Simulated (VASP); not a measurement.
A run of VASP 6.6.1 is set up as follows.

The input INCAR:

```
SYSTEM = MgS
PREC = Accurate ; ENCUT = 600
EDIFF = 1E-6 ; ISMEAR = 0
SIGMA = 0.02 ; LREAL = .False.
LASPH = .True. ; NELM = 120
ALGO = Normal ; ISIF = 2
LWAVE = .False. ; LCHARG = .True.
GGA = PS ; LELF = .True.
LVHAR = .True. ; NBANDS = 11
GGA_COMPAT = .False.
```

File KPOINTS:

```
Automatic mesh
0
Gamma
  8 8 8
  0 0 0
```

File POSCAR:

```
MgS
1.0
    0.0000000000      2.5909111762      2.5909111762
    2.5909111762      0.0000000000      2.5909111762
    2.5909111762      2.5909111762      0.0000000000
Mg S
1 1
Direct
    0.0000000000      0.0000000000      0.0000000000
    0.5000000000      0.5000000000      0.5000000000
```

Potentials or basis: VASP PAW PBE potentials, release 64 (Mg, S).

Run with:

```console
$ cat potpaw_PBE.64/Mg/POTCAR potpaw_PBE.64/S/POTCAR > POTCAR
$ mpirun -np 1 vasp_std > vasp.out
```

Estimate the pressure.

-0.2 GPa.

Estimate the band gap on the k mesh.

2.73 eV, indirect (least direct gap 3.69 eV).

Caveat: the PAW data sets were made with another functional, which shifts forces and pressure a little. A k mesh can miss the band edges.
